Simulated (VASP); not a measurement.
# TiC in VASP: a series of runs

The runs below take TiC through single point, with PBEsol.

All numbers are computed with VASP 6.6.1; they aren't measurements. Logs are shortened: lines on timing, memory, paths and dates and some standing lists are left out, and cuts for length are marked.

## (1) The cell of the first run

The structure is tetragonal, space group I4/mmm (No. 139). Conventional cell: a = 3.139 Å, b = 3.139 Å, c = 4.124 Å, α = 90.00°, β = 90.00°, γ = 90.00°. Ti (site symmetry 4/mmm) has 6 C at 2.06 to 2.22 Å within 2.7 Å. Within 2.7 Å of C (site symmetry 4/mmm) lie 6 Ti at 2.06 to 2.22 Å.

## (2) Single point, PBEsol

The input, INCAR:

```
SYSTEM = TiC
PREC = Accurate ; ENCUT = 520
EDIFF = 1E-6 ; ISMEAR = 0
SIGMA = 0.1 ; LREAL = .FALSE.
LASPH = .TRUE. ; NELM = 80
ALGO = Normal ; ISIF = 2
LWAVE = .FALSE. ; LCHARG = .FALSE.
GGA = PS ; NBANDS = 15
ISYM = 0
```

The input, KPOINTS:

```
regular mesh
0
G
  11 11 17
  0 0 0
```

The input, POSCAR:

```
TiC
1.0
    3.1393032032      0.0000000000      0.0000000000
    0.0000000000      3.1393032032      0.0000000000
    1.5696516016      1.5696516016      2.0620946940
Ti C
1 1
Direct
    0.0000000000      0.0000000000      0.0000000000
    0.5000000000      0.5000000000      0.0000000000
```

Potentials or basis: VASP PAW PBE potentials, release 64 (Ti_sv, C).

Started as:

```console
$ cat potpaw_PBE.64/Ti_sv/POTCAR potpaw_PBE.64/C/POTCAR > POTCAR
$ mpirun -np 1 vasp_std > vasp.out
```

OUTCAR:

```text
SYSTEM = TiC
   PREC = Accurate
   ENCUT = 520
   EDIFF = 1E-6
   ISMEAR = 0
   LREAL = .FALSE.
   LASPH = .TRUE.
   NELM = 80
   ISIF = 2
   GGA = PS
   ISYM = 0

 ion  position               nearest neighbor table
   1  0.000  0.000  0.000-   2 2.06   2 2.06   2 2.22   2 2.22   2 2.22   2 2.22
   2  0.500  0.500  0.000-   1 2.06   1 2.06   1 2.22   1 2.22   1 2.22   1 2.22

IMPORTANT INFORMATION: All symmetrisations will be switched off!
NOSYMM: (Re-)initialisation of all symmetry stuff for point group C_1.

----------------------------------------------------------------------------------------

                                     Primitive cell

  volume of cell :      20.3224

  direct lattice vectors                    reciprocal lattice vectors
     3.139303203  0.000000000  0.000000000     0.318542025  0.000000000 -0.242471891
     0.000000000  3.139303203  0.000000000     0.000000000  0.318542025 -0.242471891
     1.569651602  1.569651602  2.062094694     0.000000000  0.000000000  0.484943782

  length of vectors
     3.139303203  3.139303203  3.029826204     0.400326916  0.400326916  0.484943782

  position of ions in fractional coordinates (direct lattice)
     0.000000000  0.000000000  0.000000000
     0.500000000  0.500000000  0.000000000

  ion indices of the primitive-cell ions
   primitive index   ion index
                 1           1
                 2           2

----------------------------------------------------------------------------------------

 KPOINTS: regular mesh

Automatic generation of k-mesh.
 Grid dimensions read from file:
 generate k-points for:   11   11   17

 Generating k-lattice:

  Cartesian coordinates                     Fractional coordinates (reciprocal lattice)
     0.028958366  0.000000000 -0.022042899     0.090909091  0.000000000  0.000000000
     0.000000000  0.028958366 -0.022042899     0.000000000  0.090909091  0.000000000
     0.000000000  0.000000000  0.028526105     0.000000000  0.000000000  0.058823529

  Length of vectors
     0.036393356  0.036393356  0.028526105

  Shift w.r.t. Gamma in fractional coordinates (k-lattice)
     0.000000000  0.000000000  0.000000000

 -----------------------------------------------------------------------------
|                                                                             |
|           W    W    AA    RRRRR   N    N  II  N    N   GGGG   !!!           |
|           W    W   A  A   R    R  NN   N  II  NN   N  G    G  !!!           |
|           W    W  A    A  R    R  N N  N  II  N N  N  G       !!!           |
|           W WW W  AAAAAA  RRRRR   N  N N  II  N  N N  G  GGG   !            |
|           WW  WW  A    A  R   R   N   NN  II  N   NN  G    G                |
|           W    W  A    A  R    R  N    N  II  N    N   GGGG   !!!           |
|                                                                             |
|     Your reciprocal lattice and k-lattice belong to different lattice       |
|     classes:                                                                |
|                                                                             |
|        The reciprocal lattice is body-centered tetragonal,                  |
|        whereas your k-lattice is base-centered monoclinic.                  |
|                                                                             |
|     Results are often still useful ...                                      |
|                                                                             |
 -----------------------------------------------------------------------------

 WARNING: IBZKPT: internal override: KBLOWUP is changed to .FALSE.
      ... skipping the blow-up phase ...

 Subroutine IBZKPT returns following result:
 ===========================================

 Found   1029 irreducible k-points:

 Following reciprocal coordinates:
            Coordinates               Weight
  0.000000  0.000000  0.000000      1.000000
  0.090909  0.000000  0.000000      2.000000
  0.181818  0.000000 -0.000000      2.000000
  0.272727  0.000000 -0.000000      2.000000
  0.363636  0.000000  0.000000      2.000000
  0.454545  0.000000 -0.000000      2.000000
[... 16 lines left out ...]
  0.454545  0.181818 -0.000000      2.000000
 -0.454545  0.181818  0.000000      2.000000
 [... further k-points ...]
   k-points           NKPTS =   1029   k-points in BZ     NKDIM =   1029   number of bands    NBANDS=     15
   number of dos      NEDOS =    301   number of ions     NIONS =      2
   total plane-waves  NPLWV =  13824
   dimension x,y,z NGX =    24 NGY =   24 NGZ =   24
   dimension x,y,z NGXF=    48 NGYF=   48 NGZF=   48
   ions per type =               1   1
   NGX,Y,Z   is equivalent  to a cutoff of  12.71, 12.71, 13.17 a.u.
   NGXF,Y,Z  is equivalent  to a cutoff of  25.42, 25.42, 26.34 a.u.
 SYSTEM =  TiC
   PREC   = accura    normal or accurate (medium, high low for compatibility)
   ISTART =      0    job   : 0-new  1-cont  2-samecut
   ICHARG =      2    charge: 1-file 2-atom 10-const
   ISPIN  =      1    spin polarized calculation?
   LNONCOLLINEAR =      F non collinear calculations
   LSORBIT =      F    spin-orbit coupling
   LASPH  =      T    aspherical Exc in radial PAW
   ENCUT  =  520.0 eV  38.22 Ry    6.18 a.u.   5.84  5.84  5.63*2*pi/ulx,y,z
   NELM   =     80;   NELMIN=  2; NELMDL= -5     # of ELM steps
   EDIFF  = 0.1E-05   stopping-criterion for ELM
   LREAL  =      F    real-space projection
   EDIFFG = 0.1E-04   stopping-criterion for IOM
   NSW    =      0    number of steps for IOM
   IBRION =     -1    ionic relax: 0-MD 1-quasi-New 2-CG
   NFREE  =      0    steps in history (QN), initial steepest desc. (CG)
   ISIF   =      2    stress and relaxation
   ISYM   =      0    0-nonsym 1-usesym 2-fastsym
   POTIM  = 0.5000    time-step for ionic-motion
   TEBEG  =    0.0;   TEEND  =   0.0 temperature during run
   PSTRESS=    0.0 pullay stress
   NELECT =      16.0000    total number of electrons
   NUPDOWN=      -1.0000    fix difference up-down
   EMIN   =  10.00;   EMAX   =-10.00  energy-range for DOS
   EFERMI =   0.00;   METHOD = LEGACY
   ISMEAR =     0;   SIGMA  =   0.10  broadening in eV -4-tet -1-fermi 0-gaus
   EFERMI_NEDOS =   21; number of points for ismear=-14 and -15
   IALGO  =     38    algorithm
   IMIX   =      4    mixing-type and parameters
     AMIX     =   0.40;   BMIX     =  1.00
     AMIX_MAG =   1.60;   BMIX_MAG =  1.00
  volume/ion in A,a.u.               =      10.16        68.57
  Fermi-wavevector in a.u.,A,eV,Ry     =   1.511668  2.856638 31.091223  2.285140
  Thomas-Fermi vector in A             =   2.621695
   LORBIT       =      0    0 simple, 1 ext, 2 COOP (PROOUT), +10 PAW based schemes
   GGA     = PS    functional components
   LHFCALC =     F    Hartree Fock is set to
   AEXX    =    0.0000 exact exchange contribution
   IVDW    =     0    specifies the selected vdW correction
   LEPSILON=     F    determine dielectric tensor
   LRPA    =     F    only Hartree local field effects (RPA)
 non-spin polarized calculation
 Gauss-broadening in eV      SIGMA  =   0.10
  energy-cutoff  :      520.00
  volume of cell :       20.32
 maximum number of plane-waves:       558
   NGX = 11   NGY = 11   NGZ = 11

 number of electron      16.0000000 magnetization

 Free energy of the ion-electron system (eV)
  ---------------------------------------------------
  ext. energy  EPLUGINS =         0.00000000
  ---------------------------------------------------
  free energy    TOTEN  =       -19.69685639 eV

  energy without entropy =      -19.69560616  energy(sigma->0) =      -19.69623127

 E-fermi :   9.2828     XC(G=0): -12.8483

 val. band max:        9.2811286544   @ k =  -0.1818   0.1818   0.0000
 cond. band min:       9.3036964093   @ k =   0.3636   0.3636   0.3529
 fundamental gap:      0.0225677549
 Fermi energy:         9.2828498624

 k-point     1 :       0.0000    0.0000    0.0000
  band No.  band energies     occupation
      1     -47.0112      2.00000
      2     -23.1673      2.00000
      3     -23.1671      2.00000
      4     -23.0923      2.00000
      5      -3.0705      2.00000
      6       9.8078      0.00000
      7       9.8081      0.00000
      8      10.3408      0.00000
      9      10.7544      0.00000
     10      10.9058      0.00000
     11      10.9064      0.00000
     12      11.1574      0.00000
     13      11.2053      0.00000
     14      19.9293      0.00000
     15      23.2860      0.00000

 k-point     2 :       0.0909    0.0000    0.0000
  band No.  band energies     occupation
      1     -47.0052      2.00000
      2     -23.1974      2.00000
      3     -23.1734      2.00000
      4     -23.1059      2.00000
      5      -2.8815      2.00000
      6       9.1187      1.97975
      7       9.2621      1.23129
      8       9.6047      0.00001
      9      10.2234      0.00000
     10      10.4503      0.00000
     11      11.4068      0.00000
     12      12.2656      0.00000
     13      12.6842      0.00000
     14      20.2437      0.00000
     15      23.3401      0.00000

 k-point     3 :       0.1818    0.0000   -0.0000
  band No.  band energies     occupation
      1     -46.9892      2.00000
      2     -23.2986      2.00000
      3     -23.1899      2.00000
      4     -23.1207      2.00000
      5      -2.3393      2.00000
      6       7.6969      2.00000
      7       8.1683      2.00000
      8       8.4356      2.00000
      9      10.6070      0.00000
     10      10.7366      0.00000
     11      11.8329      0.00000
     12      13.7682      0.00000
     13      14.3078      0.00000
     14      20.7326      0.00000
     15      23.3048      0.00000
[... 343 lines left out ...]
 k-point    23 :       0.4545    0.1818   -0.0000
  band No.  band energies     occupation
      1     -46.9278      2.00000
      2     -23.5948      2.00000
      3     -23.3185      2.00000
      4     -23.1860      2.00000
      5       0.2193      2.00000
      6       4.1636      2.00000
      7       6.1748      2.00000
      8       6.7702      2.00000
      9      11.8416      0.00000
     10      12.2414      0.00000
     11      13.2685      0.00000
     12      15.7223      0.00000
     13      16.7993      0.00000
     14      19.6077      0.00000
     15      23.3615      0.00000

 k-point    24 :      -0.4545    0.1818    0.0000
  band No.  band energies     occupation
      1     -46.9352      2.00000
      2     -23.5609      2.00000
      3     -23.2877      2.00000
      4     -23.1933      2.00000
      5      -0.3230      2.00000
      6       4.6901      2.00000
      7       6.4369      2.00000
      8       7.2479      2.00000
      9      11.1433      0.00000
     10      12.2830      0.00000
     11      13.1268      0.00000
     12      15.3568      0.00000
     13      16.4587      0.00000
     14      20.2684      0.00000
     15      23.7746      0.00000

 [... further k-points ...]

------------------------ aborting loop because EDIFF is reached ----------------------------------------

  FORCE on cell =-STRESS in cart. coord.  units (eV):
  Direction    XX          YY          ZZ          XY          YZ          ZX
  --------------------------------------------------------------------------------------
  -------------------------------------------------------------------------------------
  Total       -1.8602455     -1.8602487      2.2252741      0.0069204     -0.0080978     -0.0080958
  in kB     -146.6579851   -146.6582374    175.4361028      0.5455927     -0.6384147     -0.6382570
  external PRESSURE =     -39.2933732 kB  Pullay stress =       0.0000000 kB

 VOLUME and BASIS-vectors are now :
 -----------------------------------------------------------------------------
  energy-cutoff  :      520.00
  volume of cell :       20.32
      direct lattice vectors                 reciprocal lattice vectors
     3.139303203  0.000000000  0.000000000     0.318542025  0.000000000 -0.242471891
     0.000000000  3.139303203  0.000000000     0.000000000  0.318542025 -0.242471891
     1.569651602  1.569651602  2.062094694     0.000000000  0.000000000  0.484943782

 POSITION                                       TOTAL-FORCE (eV/Angst)
 -----------------------------------------------------------------------------------
      0.00000      0.00000      0.00000         0.000000      0.000000     -0.000000
      1.56965      1.56965      0.00000        -0.000000     -0.000000      0.000000
 -----------------------------------------------------------------------------------
    total drift:                                0.000001      0.000000     -0.000000

  FREE ENERGIE OF THE ION-ELECTRON SYSTEM (eV)
  ---------------------------------------------------
  free  energy   TOTEN  =       -19.6968563935 eV

  energy  without entropy=      -19.6956061562  energy(sigma->0) =      -19.69623127
```

Wall time 2.2 min (1 thread of Intel Xeon Platinum 8488C (Sapphire Rapids), shared host); peak memory 0.4 GiB.

What came out:

| Property | Result |
| --- | --- |
| Free energy | -19.6969 eV |
| Pressure | -3.9 GPa |
| Band gap on the k mesh | zero (bands 8 and 9 overlap by 1.94 eV) |

Stress tensor (GPa, compression positive):
```
-14.67   0.05  -0.06
  0.05 -14.67  -0.06
 -0.06  -0.06  17.54
```

Levels at points of the mesh, in eV from the Fermi level:
```tsv
k point	band 4	band 5	band 6	band 7	band 8	band 9	band 10	band 11	band 12	band 13
(0.00, 0.00, 0.00)	-32.38	-12.35	0.52	0.53	1.06	1.47	1.62	1.62	1.87	1.92
```

Caveat: the cell stands under tension; the PAW data sets were made with another functional, which shifts forces and pressure a little.

## (3) Single point, PBEsol

This run uses another cell than the first one, of 10.43 Å³/atom.

The input, INCAR:

```
  ALGO = Normal
  EDIFF = 1E-6
  ENCUT = 520
  GGA = PS
  ISIF = 2
  ISMEAR = 0
  ISYM = 0
  LASPH = T
  LCHARG = F
  LREAL = F
  LWAVE = F
  NBANDS = 15
  NELM = 100
  PREC = Accurate
  SIGMA = 0.1
```

The input, KPOINTS:

```
k-points
0
Gamma
  11 11 17
```

The input, POSCAR:

```
TiC
1.0
    3.1393031441     -0.0000000591     -0.0006089564
   -0.0000000591      3.1393031441     -0.0006089564
    1.5692515411      1.5692515411      2.1155837310
Ti C
1 1
Direct
    0.0000000000      0.0000000000      0.0000000000
    0.5000000000      0.5000000000      0.0000000000
```

Potentials or basis: VASP PAW PBE potentials, release 64 (Ti_sv, C).

Started as:

```console
$ cat potpaw_PBE.64/Ti_sv/POTCAR potpaw_PBE.64/C/POTCAR > POTCAR
$ mpirun -np 1 vasp_std > vasp.out
```

It took 2.5 min on 1 thread of Intel Xeon Platinum 8488C (Sapphire Rapids), shared host; peak memory 0.41 GiB.

Results (log left out):

| Property | Result |
| --- | --- |
| Free energy | -19.7256 eV |
| Pressure | -11.4 GPa |
| Band gap on the k mesh | zero (bands 8 and 9 overlap by 1.59 eV) |

Stress tensor (GPa, compression positive):
```
-17.30   0.04   0.00
  0.04 -17.30   0.00
  0.00   0.00   0.28
```

Levels at points of the mesh, in eV from the Fermi level:
```csv
k point,band 4,band 5,band 6,band 7,band 8,band 9,band 10,band 11,band 12,band 13
"(0.00, 0.00, 0.00)",-32.50,-12.25,0.55,0.55,0.89,1.50,1.61,1.61,1.78,1.79
```

Caveat: the cell stands under tension; the PAW data sets were made with another functional, which shifts forces and pressure a little.
